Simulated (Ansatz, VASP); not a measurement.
**MoS2: VASP beside Ansatz**

The input INCAR:

```
PREC     = Accurate       # precision mode
ENCUT    = 520            # plane-wave cutoff, eV
EDIFF    = 1E-7           # SCF threshold, eV
ISMEAR   = 0              # smearing method
SIGMA    = 0.05           # smearing width, eV
LREAL    = False          # projectors in reciprocal space
LASPH    = True           # aspherical terms in the spheres
NELM     = 100            # most SCF steps
ALGO     = Normal         # electronic algorithm
ISIF     = 2              # what is computed and relaxed
LWAVE    = False          # write WAVECAR
LCHARG   = True           # write CHGCAR
GGA      = PE             # functional
IVDW     = 12             # dispersion correction
LELF     = True           # ELF
LVHAR    = True         
NBANDS   = 20             # bands
```

KPOINTS

```
regular mesh
0
Gamma
  12 12 12
```

POSCAR

```
MoS2
1.0
    1.5405455638      0.8894343959      6.6168486025
   -1.5405455638      0.8894343959      6.6168486025
    0.0000000000     -1.7788687919      6.6168486025
Mo S
1 2
Direct
    0.0000172156      0.0000172156      0.0000172156
    0.7535368444      0.7535368444      0.7535368444
    0.5797459400      0.5797459400      0.5797459400
```

Input for Ansatz:

```yaml
crystal:
  lattice:
    - [1.5405455638, 0.8894343959, 6.6168486025]
    - [-1.5405455638, 0.8894343959, 6.6168486025]
    - [0.0, -1.7788687919, 6.6168486025]
  atoms:
    - { symbol: Mo, position: [1.72156e-05, 1.72156e-05, 1.72156e-05] }
    - { symbol: S, position: [0.7535368444, 0.7535368444, 0.7535368444] }
    - { symbol: S, position: [0.57974594, 0.57974594, 0.57974594] }
basis:
  ecutwfc: 420
kpoints:
  mp_grid: { grid: [12, 12, 12] }
hamiltonian:
  xc: pbe
  pseudopotentials: { kind: paw, azcp: { folder: soft_1 } }
  dispersion: d3bj
scf:
  occupations: { method: gaussian, width: 0.05 }
output:
  forces: true
  stress: true
  eigenvalues: true
```

Alike in both runs: task single point; functional PBE; dispersion D3(BJ); k mesh 12 × 12 × 12; occupations gaussian, width 0.05 eV; no spin polarisation.

```csv
,VASP,Ansatz
version,VASP 6.6.1,Ansatz 0.2.0
potentials or method,"VASP PAW PBE potentials, release 64 (Mo_sv, S), cutoff 520 eV","scalar-relativistic, plane waves, PAW"
valence electrons in the cell,26,26
```

|  | VASP | Ansatz | Ansatz less VASP |
| --- | --- | --- | --- |
| gap on the k mesh at the Fermi level (eV) | 0.98 | 0.98 | -0.001 |
| least direct gap on the mesh (eV) | 1.69 | 1.68 | -0.005 |
| pressure (GPa) | -8.2 | -8.1 | +0.09 |
| traceless stress, the component that is largest in VASP (GPa) | -14.92 | -14.88 | +0.040 |
| rms of the force components (eV/Å) | 0.989 | 0.985 | -0.0038 |

Atom by atom the forces differ by 0.004 eV/Å (rms over components).
